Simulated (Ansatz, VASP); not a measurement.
**CdS in VASP and in Ansatz**

```
Cd S
1.0
     0.10921    2.79463    2.87273
     2.97310    0.04828    2.93366
     2.93532    2.81777    0.08607
Cd S
1 1
Cartesian
  0.1193 2.7993 2.8703
  1.4949 1.4236 1.4664
```

Alike in both runs: task single point; functional PBE; k mesh 4 × 4 × 4; no spin polarisation.

|  | VASP | Ansatz |
| --- | --- | --- |
| version | VASP 6.6.1 | Ansatz 0.2.0 |
| potentials or method | VASP PAW PBE potentials, release 64 (Cd, S), cutoff 520 eV | plane waves, PAW |
| occupations | gaussian, width 0.01 eV | fixed |
| valence electrons in the cell | 18 | 26 |

Ansatz gave:

| Property | Result |
| --- | --- |
| pressure (GPa) | 9.0 |
| traceless stress, the component that is largest in VASP (GPa) | -3.80 |
| rms of the force components (eV/Å) | 0.341 |

Question: Which values does VASP return?

Answer: Pressure (GPa): 9.5; traceless stress, the component that is largest in VASP (GPa): -3.88; rms of the force components (eV/Å): 0.353.

Atom by atom the forces differ by 0.011 eV/Å (rms over components). VASP's potentials hold 18 valence electrons a cell and Ansatz's 26, so a difference there can come from the potentials and not from the codes. Ansatz's warnings: stress scf threshold loose.

The k mesh is coarse, so the values compare programs but aren't converged.
